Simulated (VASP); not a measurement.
# Li in VASP: further runs

Li is run at these levels: PBEsol; tasks: single point.

Everything below comes from runs of VASP 6.6.1. Logs are shortened: lines on timing, memory, paths and dates and some standing lists are left out, and cuts for length are marked.

**1. The cell of the first run**

The cell holds a slab with vacuum, 6 atoms: a = 4.850 Å, b = 4.850 Å, c = 24.950 Å, α = 90.00°, β = 90.00°, γ = 120.00°.

**2. Single point, PBEsol**

Contents of INCAR:

```
SYSTEM = Li
  ALGO = Normal
  DIPOL = 0.5 0.5 0.500
  EDIFF = 1E-7
  ENCUT = 520
  GGA = PS
  IDIPOL = 3
  ISIF = 2
  ISMEAR = -1
  LASPH = .TRUE.
  LCHARG = .FALSE.
  LDIPOL = .TRUE.
  LREAL = .FALSE.
  LWAVE = .FALSE.
  NBANDS = 18
  NELM = 100
  PREC = Accurate
  SIGMA = 0.08
```

Contents of KPOINTS:

```
k-points
0
G
  8 8 1
  0 0 0
```

Contents of POSCAR:

```
Li
1.0
    4.8503675482      0.0000000000      0.0000000000
   -2.4251837741      4.2005415145      0.0000000000
    0.0000000000      0.0000000000     24.9504000000
Li
6
Direct
    0.1666666665      0.3333333335      0.4007954651
    0.5000000005      0.9999999995      0.4404772790
    0.8333333335      0.6666666665      0.4801590929
    0.1666666665      0.3333333335      0.5198409068
    0.5000000005      0.9999999995      0.5595227210
    0.8333333335      0.6666666665      0.5992045349
```

Potentials or basis: VASP PAW PBE potentials, release 64 (Li_sv).

On the command line:

```sh
$ cat potpaw_PBE.64/Li_sv/POTCAR > POTCAR
$ mpirun -np 1 vasp_std > vasp.out
```

OUTCAR:

```text
SYSTEM = Li
   EDIFF = 1E-7
   ENCUT = 520
   GGA = PS
   ISIF = 2
   ISMEAR = -1
   LASPH = .TRUE.
   LREAL = .FALSE.
   NELM = 100
   PREC = Accurate

 ion  position               nearest neighbor table
   1  0.167  0.333  0.401-
   2  0.500  1.000  0.440-
   3  0.833  0.667  0.480-
   4  0.167  0.333  0.520-
   5  0.500  1.000  0.560-
   6  0.833  0.667  0.599-

  LATTYP: Found a hexagonal cell.
 ALAT       =     4.8503675482
 C/A-ratio  =     5.1440225410

  Lattice vectors:

 A1 = (   4.8503675482,   0.0000000000,   0.0000000000)
 A2 = (  -2.4251837741,   4.2005415145,   0.0000000000)
 A3 = (   0.0000000000,   0.0000000000,  24.9504000000)

Analysis of symmetry for initial positions (statically):
=====================================================================
 Subroutine PRICEL returns:
 Original cell was already a primitive cell.

 Routine SETGRP: Setting up the symmetry group for a
 hexagonal supercell.

 Subroutine GETGRP returns: Found 12 space group operations
 (whereof  4 operations were pure point group operations)
 out of a pool of 24 trial point group operations.

The static configuration has the point symmetry C_2h.
 The point group associated with its full space group is D_3d.

Analysis of symmetry for dynamics (positions and initial velocities):
=====================================================================
 Subroutine PRICEL returns:
 Original cell was already a primitive cell.

 Routine SETGRP: Setting up the symmetry group for a
 hexagonal supercell.

 Subroutine GETGRP returns: Found 12 space group operations
 (whereof  4 operations were pure point group operations)
 out of a pool of 24 trial point group operations.

The dynamic configuration has the point symmetry C_2h.
 The point group associated with its full space group is D_3d.

 Subroutine INISYM returns: Found 12 space group operations
 (whereof  4 operations are pure point group operations),
 and found     1 'primitive' translations

----------------------------------------------------------------------------------------

                                     Primitive cell

  volume of cell :     508.3437

  direct lattice vectors                    reciprocal lattice vectors
     4.850367548  0.000000000  0.000000000     0.206169943  0.119032272  0.000000000
    -2.425183774  4.200541515  0.000000000     0.000000000  0.238064544  0.000000000
     0.000000000  0.000000000 24.950400000     0.000000000  0.000000000  0.040079518

  length of vectors
     4.850367548  4.850367548 24.950400000     0.238064544  0.238064544  0.040079518

  position of ions in fractional coordinates (direct lattice)
     0.166666666  0.333333334  0.400795465
     0.500000001  0.999999999  0.440477279
     0.833333334  0.666666666  0.480159093
     0.166666666  0.333333334  0.519840907
     0.500000001  0.999999999  0.559522721
     0.833333334  0.666666666  0.599204535

  ion indices of the primitive-cell ions
   primitive index   ion index
                 1           1
                 2           2
                 3           3
                 4           4
                 5           5
                 6           6

----------------------------------------------------------------------------------------

 KPOINTS: k-points

Automatic generation of k-mesh.
 Grid dimensions read from file:
 generate k-points for:    8    8    1

 Generating k-lattice:

  Cartesian coordinates                     Fractional coordinates (reciprocal lattice)
     0.025771243  0.014879034  0.000000000     0.125000000  0.000000000  0.000000000
     0.000000000  0.029758068  0.000000000     0.000000000  0.125000000  0.000000000
     0.000000000  0.000000000  0.040079518     0.000000000  0.000000000  1.000000000

  Length of vectors
     0.029758068  0.029758068  0.040079518

  Shift w.r.t. Gamma in fractional coordinates (k-lattice)
     0.000000000  0.000000000  0.000000000

 Subroutine IBZKPT returns following result:
 ===========================================

 Found     10 irreducible k-points:

 Following reciprocal coordinates:
            Coordinates               Weight
  0.000000  0.000000  0.000000      1.000000
  0.125000  0.000000  0.000000      6.000000
  0.250000  0.000000  0.000000      6.000000
  0.375000  0.000000  0.000000      6.000000
  0.500000  0.000000  0.000000      3.000000
  0.125000  0.125000  0.000000      6.000000
  0.250000  0.125000  0.000000     12.000000
  0.375000  0.125000  0.000000     12.000000
  0.250000  0.250000  0.000000      6.000000
  0.375000  0.250000  0.000000      6.000000
   k-points           NKPTS =     10   k-points in BZ     NKDIM =     10   number of bands    NBANDS=     18
   number of dos      NEDOS =    301   number of ions     NIONS =      6
   total plane-waves  NPLWV = 248832
   dimension x,y,z NGX =    36 NGY =   36 NGZ =  192
   dimension x,y,z NGXF=    72 NGYF=   72 NGZF=  384
   ions per type =               6
   NGX,Y,Z   is equivalent  to a cutoff of  12.34, 12.34, 12.79 a.u.
   NGXF,Y,Z  is equivalent  to a cutoff of  24.68, 24.68, 25.59 a.u.
 SYSTEM =  Li
   PREC   = accura    normal or accurate (medium, high low for compatibility)
   ISTART =      0    job   : 0-new  1-cont  2-samecut
   ICHARG =      2    charge: 1-file 2-atom 10-const
   ISPIN  =      1    spin polarized calculation?
   LNONCOLLINEAR =      F non collinear calculations
   LSORBIT =      F    spin-orbit coupling
   LASPH  =      T    aspherical Exc in radial PAW
   ENCUT  =  520.0 eV  38.22 Ry    6.18 a.u.   9.02  9.02 46.39*2*pi/ulx,y,z
   NELM   =    100;   NELMIN=  2; NELMDL= -5     # of ELM steps
   EDIFF  = 0.1E-06   stopping-criterion for ELM
   LREAL  =      F    real-space projection
   EDIFFG = 0.1E-05   stopping-criterion for IOM
   NSW    =      0    number of steps for IOM
   IBRION =     -1    ionic relax: 0-MD 1-quasi-New 2-CG
   NFREE  =      0    steps in history (QN), initial steepest desc. (CG)
   ISIF   =      2    stress and relaxation
   ISYM   =      2    0-nonsym 1-usesym 2-fastsym
   POTIM  = 0.5000    time-step for ionic-motion
   TEBEG  =    0.0;   TEEND  =   0.0 temperature during run
   PSTRESS=    0.0 pullay stress
   NELECT =      18.0000    total number of electrons
   NUPDOWN=      -1.0000    fix difference up-down
   EMIN   =  10.00;   EMAX   =-10.00  energy-range for DOS
   EFERMI =   0.00;   METHOD = LEGACY
   ISMEAR =    -1;   SIGMA  =   0.08  broadening in eV -4-tet -1-fermi 0-gaus
   EFERMI_NEDOS =   21; number of points for ismear=-14 and -15
   IALGO  =     38    algorithm
   IMIX   =      4    mixing-type and parameters
     AMIX     =   0.40;   BMIX     =  1.00
     AMIX_MAG =   1.60;   BMIX_MAG =  1.00
  volume/ion in A,a.u.               =      84.72       571.75
  Fermi-wavevector in a.u.,A,eV,Ry     =   0.537584  1.015887  3.932040  0.288997
  Thomas-Fermi vector in A             =   1.563425
   LORBIT       =      0    0 simple, 1 ext, 2 COOP (PROOUT), +10 PAW based schemes
   GGA     = PS    functional components
   LHFCALC =     F    Hartree Fock is set to
   AEXX    =    0.0000 exact exchange contribution
   IVDW    =     0    specifies the selected vdW correction
   LEPSILON=     F    determine dielectric tensor
   LRPA    =     F    only Hartree local field effects (RPA)
 non-spin polarized calculation
  energy-cutoff  :      520.00
  volume of cell :      508.34
 maximum number of plane-waves:     13739
 NGX is ok and might be reduce to    36
   NGX = 17   NGY = 17   NGZ = 93

 number of electron      18.0000041 magnetization

 dipolmoment           0.000000      0.000000      0.000000 electrons x Angstroem

 Free energy of the ion-electron system (eV)
  ---------------------------------------------------
  ext. energy  EPLUGINS =         0.00000000
  ---------------------------------------------------
  free energy    TOTEN  =       -10.35258293 eV

  energy without entropy =      -10.28351020  energy(sigma->0) =      -10.31804656

 E-fermi :  -2.0203     XC(G=0):  -2.4600

 val. band max:       -2.0276353488   @ k =   0.1250   0.1250   0.0000
 cond. band min:      -1.9838648568   @ k =   0.3750   0.2500   0.0000
 fundamental gap:      0.0437704920
 Fermi energy:        -2.0203083419

 k-point     1 :       0.0000    0.0000    0.0000
  band No.  band energies     occupation
      1     -49.0455      2.00000
      2     -49.0454      2.00000
      3     -48.3517      2.00000
      4     -48.3473      2.00000
      5     -47.9250      2.00000
      6     -47.9119      2.00000
[... 10 lines left out ...]
     17       1.1942      0.00000
     18       2.2104      0.00000

 k-point     2 :       0.1250    0.0000    0.0000
  band No.  band energies     occupation
      1     -49.0455      2.00000
      2     -49.0455      2.00000
      3     -48.3517      2.00000
      4     -48.3473      2.00000
      5     -47.9246      2.00000
      6     -47.9123      2.00000
[... 10 lines left out ...]
     17       1.4569      0.00000
     18       1.7161      0.00000

 k-point     3 :       0.2500    0.0000    0.0000
  band No.  band energies     occupation
      1     -49.0455      2.00000
      2     -49.0455      2.00000
      3     -48.3517      2.00000
      4     -48.3473      2.00000
      5     -47.9234      2.00000
      6     -47.9136      2.00000
[... 10 lines left out ...]
     17       1.5976      0.00000
     18       1.9011      0.00000

 k-point     4 :       0.3750    0.0000    0.0000
  band No.  band energies     occupation
      1     -49.0455      2.00000
      2     -49.0454      2.00000
      3     -48.3516      2.00000
      4     -48.3473      2.00000
      5     -47.9218      2.00000
      6     -47.9153      2.00000
[... 10 lines left out ...]
     17       1.8078      0.00000
     18       2.2722      0.00000

 k-point     5 :       0.5000    0.0000    0.0000
  band No.  band energies     occupation
      1     -49.0455      2.00000
      2     -49.0454      2.00000
      3     -48.3516      2.00000
      4     -48.3473      2.00000
      5     -47.9208      2.00000
      6     -47.9164      2.00000
[... 10 lines left out ...]
     17       1.8096      0.00000
     18       2.4699      0.00000

 k-point     6 :       0.1250    0.1250    0.0000
  band No.  band energies     occupation
      1     -49.0455      2.00000
      2     -49.0455      2.00000
      3     -48.3517      2.00000
      4     -48.3473      2.00000
      5     -47.9238      2.00000
      6     -47.9132      2.00000
[... 10 lines left out ...]
     17       1.5481      0.00000
     18       2.3030      0.00000

 k-point     7 :       0.2500    0.1250    0.0000
  band No.  band energies     occupation
      1     -49.0455      2.00000
      2     -49.0455      2.00000
      3     -48.3517      2.00000
      4     -48.3473      2.00000
      5     -47.9224      2.00000
      6     -47.9147      2.00000
[... 10 lines left out ...]
     17       1.9256      0.00000
     18       2.2314      0.00000

 k-point     8 :       0.3750    0.1250    0.0000
  band No.  band energies     occupation
      1     -49.0455      2.00000
      2     -49.0454      2.00000
      3     -48.3516      2.00000
      4     -48.3473      2.00000
      5     -47.9208      2.00000
      6     -47.9164      2.00000
[... 10 lines left out ...]
     17       2.1897      0.00000
     18       2.2249      0.00000

 k-point     9 :       0.2500    0.2500    0.0000
  band No.  band energies     occupation
      1     -49.0455      2.00000
      2     -49.0454      2.00000
      3     -48.3516      2.00000
      4     -48.3473      2.00000
      5     -47.9208      2.00000
      6     -47.9164      2.00000
[... 10 lines left out ...]
     17       2.2104      0.00000
     18       2.6876      0.00000

 k-point    10 :       0.3750    0.2500    0.0000
  band No.  band energies     occupation
      1     -49.0455      2.00000
      2     -49.0454      2.00000
      3     -48.3516      2.00000
      4     -48.3473      2.00000
      5     -47.9195      2.00000
      6     -47.9177      2.00000
[... 10 lines left out ...]
     17       2.0501      0.00000
     18       2.8955      0.00000

------------------------ aborting loop because EDIFF is reached ----------------------------------------

 vacuum level on the upper side and lower side of the slab       (xc-potential included)        -0.087        -0.087

  FORCE on cell =-STRESS in cart. coord.  units (eV):
  Direction    XX          YY          ZZ          XY          YZ          ZX
  --------------------------------------------------------------------------------------
  -------------------------------------------------------------------------------------
  Total       -0.7534193     -0.7534193     -0.4237990     -0.0000000     -0.0000000     -0.0000000
  in kB       -2.3745967     -2.3745967     -1.3357128     -0.0000000     -0.0000000     -0.0000000
  external PRESSURE =      -2.0283021 kB  Pullay stress =       0.0000000 kB

 VOLUME and BASIS-vectors are now :
 -----------------------------------------------------------------------------
  energy-cutoff  :      520.00
  volume of cell :      508.34
      direct lattice vectors                 reciprocal lattice vectors
     4.850367548  0.000000000  0.000000000     0.206169943  0.119032272  0.000000000
    -2.425183774  4.200541515  0.000000000     0.000000000  0.238064544  0.000000000
     0.000000000  0.000000000 24.950400000     0.000000000  0.000000000  0.040079518

 POSITION                                       TOTAL-FORCE (eV/Angst)
 -----------------------------------------------------------------------------------
     -0.00000      1.40018     10.00001         0.000000     -0.000000     -0.033176
      0.00000      4.20054     10.99008        -0.000000     -0.000000      0.176482
      2.42518      2.80036     11.98016         0.000000      0.000000     -0.047645
     -0.00000      1.40018     12.97024        -0.000000     -0.000000      0.047645
      0.00000      4.20054     13.96032         0.000000      0.000000     -0.176482
      2.42518      2.80036     14.95039        -0.000000      0.000000      0.033176
 -----------------------------------------------------------------------------------
    total drift:                               -0.000004      0.000002      0.000003

  FREE ENERGIE OF THE ION-ELECTRON SYSTEM (eV)
  ---------------------------------------------------
  free  energy   TOTEN  =       -10.3525829252 eV

  energy  without entropy=      -10.2835101966  energy(sigma->0) =      -10.31804656

 vacuum level on the upper side and lower side of the slab         0.929         0.929
```

It took 6.5 min on 1 thread of Intel Xeon 8259CL, shared host; peak memory 0.5 GiB.

What came out:

```yaml
Free_energy: -10.3526 eV
Largest_force: 0.176 eV/Å
Band_gap_on_the_k_mesh: zero (bands 9 and 10 overlap by 0.43 eV)
```

Forces on the atoms (eV/Å):
```
Li   0.000  0.000 -0.033
Li   0.000  0.000  0.176
Li   0.000  0.000 -0.048
Li   0.000  0.000  0.048
Li   0.000  0.000 -0.176
Li   0.000  0.000  0.033
```

Caveat: the cutoff is under 1.25 times the usual one of these potentials, so pressure, stress and relaxed cells hold a basis-set (Pulay) error; the PAW data sets were made with another functional, which shifts forces and pressure a little.

**3. Single point, PBEsol**

Contents of INCAR:

```
ALGO = Normal
DIPOL = 0.5 0.5 0.500
EDIFF = 1E-6
ENCUT = 520
GGA = PS
IDIPOL = 3
ISIF = 2
ISMEAR = -1
LASPH = T
LCHARG = T
LDIPOL = T
LELF = T
LREAL = F
LVACPOTAV = T
LVHAR = T
LWAVE = F
NBANDS = 18
NELM = 80
PREC = Accurate
SIGMA = 0.08
```

Contents of KPOINTS:

```
k-points
0
Gamma
  8 8 1
```

Contents of POSCAR:

```
Li
1.0
    4.8503675482      0.0000000000      0.0000000000
   -2.4251837741      4.2005415145      0.0000000000
    0.0000000000      0.0000000000     24.9504000000
Li
6
Direct
    0.1666666667      0.3333333333      0.4012928846
    0.5000000000      1.0000000000      0.4446369065
    0.8333333333      0.6666666667      0.4789469193
    0.1666666667      0.3333333333      0.5210530917
    0.5000000000      1.0000000000      0.5553630948
    0.8333333333      0.6666666667      0.5987071029
```

Potentials or basis: VASP PAW PBE potentials, release 64 (Li_sv).

On the command line:

```sh
$ cat potpaw_PBE.64/Li_sv/POTCAR > POTCAR
$ mpirun -np 1 vasp_std > vasp.out
```

It took 6 min on 1 thread of Intel Xeon 8259CL, shared host; peak memory 0.5 GiB.

Results (log left out):

| Property | Result |
| --- | --- |
| Free energy | -10.3729 eV |
| Largest force | 0.006 eV/Å |
| Band gap on the k mesh | zero (bands 9 and 10 overlap by 0.47 eV) |

Forces on the atoms (eV/Å):
```
Li   0.000  0.000 -0.006
Li   0.000  0.000 -0.001
Li   0.000  0.000 -0.001
Li   0.000  0.000  0.001
Li   0.000  0.000  0.001
Li   0.000  0.000  0.006
```

Levels at points of the mesh, in eV from the Fermi level:
```tsv
k point	band 5	band 6	band 7	band 8	band 9	band 10	band 11	band 12	band 13	band 14
(0.00, 0.00, 0.00)	-45.87	-45.86	-3.15	-1.81	-0.32	1.22	2.49	2.66	2.66	2.89
(0.50, 0.00, 0.00)	-45.87	-45.87	-1.58	-1.57	-0.26	-0.05	0.71	1.25	1.86	2.52
```

Caveat: the cutoff is under 1.25 times the usual one of these potentials, so pressure, stress and relaxed cells hold a basis-set (Pulay) error; the PAW data sets were made with another functional, which shifts forces and pressure a little.

The gap in the log of VASP goes by the Fermi energy; the results here count the filled bands.